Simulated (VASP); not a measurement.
# Mg (Pm-3m) in VASP: notebook

The runs below take Mg through single point, relaxation of cell and atoms, with PBE.

All numbers are computed with VASP 6.6.1; they aren't measurements. Logs are shortened: lines on timing, memory, paths and dates and some standing lists are left out, and cuts for length are marked.

## 1. The cell of the first run

Symmetry: Pm-3m, No. 221, cubic system. The conventional cell has a = 2.602 Å, b = 2.602 Å, c = 2.602 Å, α = 90.00°, β = 90.00°, γ = 90.00°. Mg (site symmetry m-3m) has 6 Mg at 2.60 Å within 3.4 Å.

This isn't the form of Mg at room conditions, which is hcp.

## 2. Single point, PBE

Input file INCAR:

```
ALGO     = Normal         # electronic algorithm
EDIFF    = 1E-6           # SCF threshold, eV
ENCUT    = 600            # plane-wave cutoff, eV
GGA      = PE             # functional
GGA_COMPAT= F            
ISIF     = 2              # what is computed and relaxed
ISMEAR   = -1             # smearing method
LASPH    = T              # aspherical terms in the spheres
LCHARG   = T              # write CHGCAR
LELF     = T              # ELF
LREAL    = F              # projectors in reciprocal space
LVHAR    = T            
LWAVE    = F              # write WAVECAR
NBANDS   = 7              # bands
NELM     = 120            # most SCF steps
PREC     = Accurate       # precision mode
SIGMA    = 0.1            # smearing width, eV
```

Input file KPOINTS:

```
k-points
0
Gamma
  15 15 15
```

Input file POSCAR:

```
Mg
1.0
    2.6021741609      0.0000000000      0.0000000000
    0.0000000000      2.6021741609      0.0000000000
    0.0000000000      0.0000000000      2.6021741609
Mg
1
Direct
    0.0000000000      0.0000000000      0.0000000000
```

Potentials or basis: VASP PAW PBE potentials, release 64 (Mg).

The run is started by

```sh
$ cat potpaw_PBE.64/Mg/POTCAR > POTCAR
$ mpirun -np 1 vasp_std > vasp.out
```

OUTCAR:

```text
EDIFF = 1E-6
   ENCUT = 600
   GGA = PE
   ISIF = 2
   ISMEAR = -1
   LASPH = T
   LREAL = F
   NELM = 120
   PREC = Accurate

 ion  position               nearest neighbor table
   1  0.000  0.000  0.000-

  LATTYP: Found a simple cubic cell.
 ALAT       =     2.6021741609

  Lattice vectors:

 A1 = (   2.6021741609,   0.0000000000,   0.0000000000)
 A2 = (   0.0000000000,   2.6021741609,   0.0000000000)
 A3 = (   0.0000000000,   0.0000000000,   2.6021741609)

Analysis of symmetry for initial positions (statically):
=====================================================================
 Subroutine PRICEL returns:
 Original cell was already a primitive cell.

 Routine SETGRP: Setting up the symmetry group for a
 simple cubic supercell.

 Subroutine GETGRP returns: Found 48 space group operations
 (whereof 48 operations were pure point group operations)
 out of a pool of 48 trial point group operations.

The static configuration has the point symmetry O_h .

Analysis of symmetry for dynamics (positions and initial velocities):
=====================================================================
 Subroutine PRICEL returns:
 Original cell was already a primitive cell.

 Routine SETGRP: Setting up the symmetry group for a
 simple cubic supercell.

 Subroutine GETGRP returns: Found 48 space group operations
 (whereof 48 operations were pure point group operations)
 out of a pool of 48 trial point group operations.

The dynamic configuration has the point symmetry O_h .

 Subroutine INISYM returns: Found 48 space group operations
 (whereof 48 operations are pure point group operations),
 and found     1 'primitive' translations

----------------------------------------------------------------------------------------

                                     Primitive cell

  volume of cell :      17.6201

  direct lattice vectors                    reciprocal lattice vectors
     2.602174161  0.000000000  0.000000000     0.384294032  0.000000000  0.000000000
     0.000000000  2.602174161  0.000000000     0.000000000  0.384294032  0.000000000
     0.000000000  0.000000000  2.602174161     0.000000000  0.000000000  0.384294032

  length of vectors
     2.602174161  2.602174161  2.602174161     0.384294032  0.384294032  0.384294032

  position of ions in fractional coordinates (direct lattice)
     0.000000000  0.000000000  0.000000000

  ion indices of the primitive-cell ions
   primitive index   ion index
                 1           1

----------------------------------------------------------------------------------------

 KPOINTS: k-points

Automatic generation of k-mesh.
 Grid dimensions read from file:
 generate k-points for:   15   15   15

 Generating k-lattice:

  Cartesian coordinates                     Fractional coordinates (reciprocal lattice)
     0.025619602  0.000000000  0.000000000     0.066666667  0.000000000  0.000000000
     0.000000000  0.025619602  0.000000000     0.000000000  0.066666667  0.000000000
     0.000000000  0.000000000  0.025619602     0.000000000  0.000000000  0.066666667

  Length of vectors
     0.025619602  0.025619602  0.025619602

  Shift w.r.t. Gamma in fractional coordinates (k-lattice)
     0.000000000  0.000000000  0.000000000

 Subroutine IBZKPT returns following result:
 ===========================================

 Found    120 irreducible k-points:

 Following reciprocal coordinates:
            Coordinates               Weight
  0.000000  0.000000  0.000000      1.000000
  0.066667  0.000000  0.000000      6.000000
  0.133333  0.000000  0.000000      6.000000
  0.200000  0.000000  0.000000      6.000000
  0.266667  0.000000  0.000000      6.000000
  0.333333  0.000000  0.000000      6.000000
[... 16 lines left out ...]
  0.266667  0.200000  0.000000     24.000000
  0.333333  0.200000  0.000000     24.000000
 [... further k-points ...]
   k-points           NKPTS =    120   k-points in BZ     NKDIM =    120   number of bands    NBANDS=      7
   number of dos      NEDOS =    301   number of ions     NIONS =      1
   total plane-waves  NPLWV =  13824
   dimension x,y,z NGX =    24 NGY =   24 NGZ =   24
   dimension x,y,z NGXF=    48 NGYF=   48 NGZF=   48
   ions per type =               1
   NGX,Y,Z   is equivalent  to a cutoff of  15.33, 15.33, 15.33 a.u.
   NGXF,Y,Z  is equivalent  to a cutoff of  30.67, 30.67, 30.67 a.u.
 SYSTEM =  unknown system
   PREC   = accura    normal or accurate (medium, high low for compatibility)
   ISTART =      0    job   : 0-new  1-cont  2-samecut
   ICHARG =      2    charge: 1-file 2-atom 10-const
   ISPIN  =      1    spin polarized calculation?
   LNONCOLLINEAR =      F non collinear calculations
   LSORBIT =      F    spin-orbit coupling
   LASPH  =      T    aspherical Exc in radial PAW
   ENCUT  =  600.0 eV  44.10 Ry    6.64 a.u.   5.20  5.20  5.20*2*pi/ulx,y,z
   NELM   =    120;   NELMIN=  2; NELMDL= -5     # of ELM steps
   EDIFF  = 0.1E-05   stopping-criterion for ELM
   LREAL  =      F    real-space projection
   EDIFFG = 0.1E-04   stopping-criterion for IOM
   NSW    =      0    number of steps for IOM
   IBRION =     -1    ionic relax: 0-MD 1-quasi-New 2-CG
   NFREE  =      0    steps in history (QN), initial steepest desc. (CG)
   ISIF   =      2    stress and relaxation
   ISYM   =      2    0-nonsym 1-usesym 2-fastsym
   POTIM  = 0.5000    time-step for ionic-motion
   TEBEG  =    0.0;   TEEND  =   0.0 temperature during run
   PSTRESS=    0.0 pullay stress
   NELECT =       2.0000    total number of electrons
   NUPDOWN=      -1.0000    fix difference up-down
   EMIN   =  10.00;   EMAX   =-10.00  energy-range for DOS
   EFERMI =   0.00;   METHOD = LEGACY
   ISMEAR =    -1;   SIGMA  =   0.10  broadening in eV -4-tet -1-fermi 0-gaus
   EFERMI_NEDOS =   21; number of points for ismear=-14 and -15
   IALGO  =     38    algorithm
   IMIX   =      4    mixing-type and parameters
     AMIX     =   0.40;   BMIX     =  1.00
     AMIX_MAG =   1.60;   BMIX_MAG =  1.00
  volume/ion in A,a.u.               =      17.62       118.91
  Fermi-wavevector in a.u.,A,eV,Ry     =   0.792651  1.497892  8.548472  0.628295
  Thomas-Fermi vector in A             =   1.898431
   LORBIT       =      0    0 simple, 1 ext, 2 COOP (PROOUT), +10 PAW based schemes
   GGA     = PE    functional components
   LHFCALC =     F    Hartree Fock is set to
   AEXX    =    0.0000 exact exchange contribution
   IVDW    =     0    specifies the selected vdW correction
   LEPSILON=     F    determine dielectric tensor
   LRPA    =     F    only Hartree local field effects (RPA)
 non-spin polarized calculation
  energy-cutoff  :      600.00
  volume of cell :       17.62
 maximum number of plane-waves:       619
 NGX is ok and might be reduce to    24
   NGX = 11   NGY = 11   NGZ = 11

 number of electron       2.0000000 magnetization

 Free energy of the ion-electron system (eV)
  ---------------------------------------------------
  ext. energy  EPLUGINS =         0.00000000
  ---------------------------------------------------
  free energy    TOTEN  =        -0.60946012 eV

  energy without entropy =       -0.59601183  energy(sigma->0) =       -0.60273597

 E-fermi :   4.2250     XC(G=0):  -9.3365

 val. band max:        4.2069788003   @ k =   0.4000   0.1333   0.0667
 cond. band min:       4.3158222006   @ k =   0.4000   0.4000   0.2667
 fundamental gap:      0.1088434003
 Fermi energy:         4.2249533220

 k-point     1 :       0.0000    0.0000    0.0000
  band No.  band energies     occupation
      1      -3.9490      2.00000
      2      13.9423      0.00000
      3      13.9423      0.00000
      4      17.2851      0.00000
      5      17.2851      0.00000
      6      17.2851      0.00000
      7      23.7218      0.00000

 k-point     2 :       0.0667    0.0000    0.0000
  band No.  band energies     occupation
      1      -3.8496      2.00000
      2      12.9646      0.00000
      3      14.0304      0.00000
      4      17.3561      0.00000
      5      17.3561      0.00000
      6      18.0359      0.00000
      7      24.1689      0.00000

 k-point     3 :       0.1333    0.0000    0.0000
  band No.  band energies     occupation
      1      -3.5522      2.00000
      2      11.1412      0.00000
      3      14.2924      0.00000
      4      17.5690      0.00000
      5      17.5690      0.00000
      6      19.2058      0.00000
      7      25.4694      0.00000

 k-point     4 :       0.2000    0.0000    0.0000
  band No.  band energies     occupation
      1      -3.0593      2.00000
      2       9.1852      0.00000
      3      14.7208      0.00000
      4      17.9229      0.00000
      5      17.9229      0.00000
      6      20.2376      0.00000
      7      27.4132      0.00000

 k-point     5 :       0.2667    0.0000    0.0000
  band No.  band energies     occupation
      1      -2.3747      2.00000
      2       7.2659      0.00000
      3      15.2985      0.00000
      4      18.4148      0.00000
      5      18.4148      0.00000
      6      21.1780      0.00000
      7      26.6239      0.00000
[... 161 lines left out ...]
 k-point    22 :       0.2000    0.2000    0.0000
  band No.  band energies     occupation
      1      -2.1799      2.00000
      2       9.3080      0.00000
      3      10.8918      0.00000
      4      18.1644      0.00000
      5      18.5744      0.00000
      6      23.0207      0.00000
      7      24.9411      0.00000

 k-point    23 :       0.2667    0.2000    0.0000
  band No.  band energies     occupation
      1      -1.5032      2.00000
      2       7.9395      0.00000
      3      10.9508      0.00000
      4      18.0919      0.00000
      5      19.0763      0.00000
      6      21.8489      0.00000
      7      26.1913      0.00000

 k-point    24 :       0.3333    0.2000    0.0000
  band No.  band energies     occupation
      1      -0.6425      2.00000
      2       6.2188      0.00000
      3      11.6284      0.00000
      4      17.3394      0.00000
      5      19.7111      0.00000
      6      21.6787      0.00000
      7      25.3555      0.00000

 [... further k-points ...]

------------------------ aborting loop because EDIFF is reached ----------------------------------------

  FORCE on cell =-STRESS in cart. coord.  units (eV):
  Direction    XX          YY          ZZ          XY          YZ          ZX
  --------------------------------------------------------------------------------------
  -------------------------------------------------------------------------------------
  Total        2.6506253      2.6506253      2.6506253      0.0000000     -0.0000000      0.0000000
  in kB      241.0181993    241.0181993    241.0181993      0.0000000     -0.0000000      0.0000000
  external PRESSURE =     241.0181993 kB  Pullay stress =       0.0000000 kB

 VOLUME and BASIS-vectors are now :
 -----------------------------------------------------------------------------
  energy-cutoff  :      600.00
  volume of cell :       17.62
      direct lattice vectors                 reciprocal lattice vectors
     2.602174161  0.000000000  0.000000000     0.384294032  0.000000000  0.000000000
     0.000000000  2.602174161  0.000000000     0.000000000  0.384294032  0.000000000
     0.000000000  0.000000000  2.602174161     0.000000000  0.000000000  0.384294032

 POSITION                                       TOTAL-FORCE (eV/Angst)
 -----------------------------------------------------------------------------------
      0.00000      0.00000      0.00000         0.000000      0.000000      0.000000
 -----------------------------------------------------------------------------------
    total drift:                                0.000000      0.000000      0.000000

  FREE ENERGIE OF THE ION-ELECTRON SYSTEM (eV)
  ---------------------------------------------------
  free  energy   TOTEN  =        -0.6094601222 eV

  energy  without entropy=       -0.5960118266  energy(sigma->0) =       -0.60273597
```

Run time: 15 s. Hardware: 1 thread of Intel Xeon 8259CL, shared host; peak memory 0.15 GiB.

Results:

* Free energy: -0.6095 eV
* Pressure: 24.1 GPa
* Band gap on the k mesh: zero (bands 1 and 2 overlap by 7.02 eV)

Levels at points of the mesh, in eV from the Fermi level:
```
           k point  band 1  band 2  band 3  band 4  band 5
(0.00, 0.00, 0.00)   -8.17    9.72    9.72   13.06   13.06
```

Caveat: the cell stands under pressure.

## 3. Single point, PBE

Input file INCAR:

```
SYSTEM = Mg
  ALGO = Normal
  EDIFF = 1E-6
  ENCUT = 600
  GGA = PE
  GGA_COMPAT = .False.
  ISIF = 2
  ISMEAR = -1
  LASPH = .True.
  LCHARG = .True.
  LELF = .True.
  LREAL = .False.
  LVHAR = .True.
  LWAVE = .False.
  NBANDS = 7
  NELM = 120
  PREC = Accurate
  SIGMA = 0.1
```

Input file KPOINTS:

```
k-points
0
Gamma
  15 15 15
  0 0 0
```

Input file POSCAR:

```
Mg
1.0
    2.6018851444      0.0000000000      0.0000000000
    0.0000000000      2.6018851444      0.0000000000
    0.0000000000      0.0000000000      2.6018851444
Mg
1
Direct
    0.0000000000      0.0000000000      0.0000000000
```

Potentials or basis: VASP PAW PBE potentials, release 64 (Mg).

The run is started by

```sh
$ cat potpaw_PBE.64/Mg/POTCAR > POTCAR
$ mpirun -np 1 vasp_std > vasp.out
```

Run time: 18 s. Hardware: 1 thread of Intel Xeon 8259CL, shared host; peak memory 0.15 GiB.

Results (log left out):

| Quantity | Value |
| --- | --- |
| Free energy | -0.6086 eV |
| Pressure | 24.1 GPa |
| Band gap on the k mesh | zero (bands 1 and 2 overlap by 7.02 eV) |

Levels at points of the mesh, in eV from the Fermi level:
```
           k point  band 1  band 2  band 3  band 4  band 5
(0.00, 0.00, 0.00)   -8.18    9.72    9.72   13.06   13.06
```

Caveat: the cell stands under pressure.

[end of part 1 of 2]

The gap in the log of VASP goes by the Fermi energy; the results here count the filled bands.